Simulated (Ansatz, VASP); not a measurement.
One calculation of Te2Mo, two programs

Contents of INCAR:

```
SYSTEM = Te2Mo
ALGO = Normal
EDIFF = 1E-6
ENCUT = 500
GGA = PE
GGA_COMPAT = .FALSE.
ISIF = 2
ISMEAR = 0
ISPIN = 2
IVDW = 12
LASPH = .TRUE.
LCHARG = .FALSE.
LMAXMIX = 4
LORBIT = 11
LREAL = .FALSE.
LWAVE = .FALSE.
MAGMOM = 0 0 0 0 2 2
NBANDS = 39
NELM = 200
PREC = Accurate
SIGMA = 0.1
```

File KPOINTS:

```
k-points
0
G
  6 6 2
  0 0 0
```

Contents of POSCAR:

```
Te2Mo
1.0
    3.5182000000      0.0000000000      0.0000000000
   -1.7591000000      3.0468505760      0.0000000000
    0.0000000000      0.0000000000     13.9736000000
Te Mo
4 2
Direct
    0.3333333330      0.6666666670      0.6210000000
    0.6666666670      0.3333333330      0.1210000000
    0.3333333330      0.6666666670      0.8790000000
    0.6666666670      0.3333333330      0.3790000000
    0.3333333330      0.6666666670      0.2500000000
    0.6666666670      0.3333333330      0.7500000000
```

Input for Ansatz:

```yaml
crystal:
  lattice:
    - [3.5182, 0.0, 0.0]
    - [-1.7591, 3.046850576, 0.0]
    - [0.0, 0.0, 13.9736]
  atoms:
    - { symbol: Te, position: [0.333333333, 0.666666667, 0.621] }
    - { symbol: Te, position: [0.666666667, 0.333333333, 0.121] }
    - { symbol: Te, position: [0.333333333, 0.666666667, 0.879] }
    - { symbol: Te, position: [0.666666667, 0.333333333, 0.379] }
    - { symbol: Mo, position: [0.333333333, 0.666666667, 0.25], spin: 2.0 }
    - { symbol: Mo, position: [0.666666667, 0.333333333, 0.75], spin: 2.0 }
basis:
  ecutwfc: 420
kpoints:
  mp_grid: { grid: [6, 6, 2] }
hamiltonian:
  xc: pbe
  dispersion: d3bj
scf:
  occupations: { method: gaussian, width: 0.1 }
output:
  forces: true
  stress: true
  eigenvalues: true
  populations: true
magnetization:
  spin_polarized: true
```

Alike in both runs: task single point; functional PBE; dispersion D3(BJ); k mesh 6 × 6 × 2; occupations gaussian, width 0.1 eV; collinear spin.

|  | VASP | Ansatz |
| --- | --- | --- |
| version | VASP 6.6.1 | Ansatz 0.2.0 |
| potentials or method | VASP PAW PBE potentials, release 64 (Te, Mo_sv), cutoff 500 eV | scalar-relativistic, plane waves, PAW |
| valence electrons in the cell | 52 | 92 |

```tsv
	VASP	Ansatz	Ansatz less VASP
gap on the k mesh at the Fermi level (eV)	0.82	0.83	+0.004
least direct gap on the mesh (eV)	1.04	1.04	+0.001
pressure (GPa)	-0.5	-0.5	-0.02
traceless stress, the component that is largest in VASP (GPa)	0.49	0.43	-0.058
rms of the force components (eV/Å)	0.087	0.080	-0.0068
net moment per atom (μB)	0.00	0.00	0.000
```

Atom by atom the forces differ by 0.007 eV/Å (rms over components). VASP's potentials hold 52 valence electrons a cell and Ansatz's 92, so a difference there can come from the potentials and not from the codes. Ansatz's warnings: seeded moment not kept.

Spin-orbit coupling is off throughout.
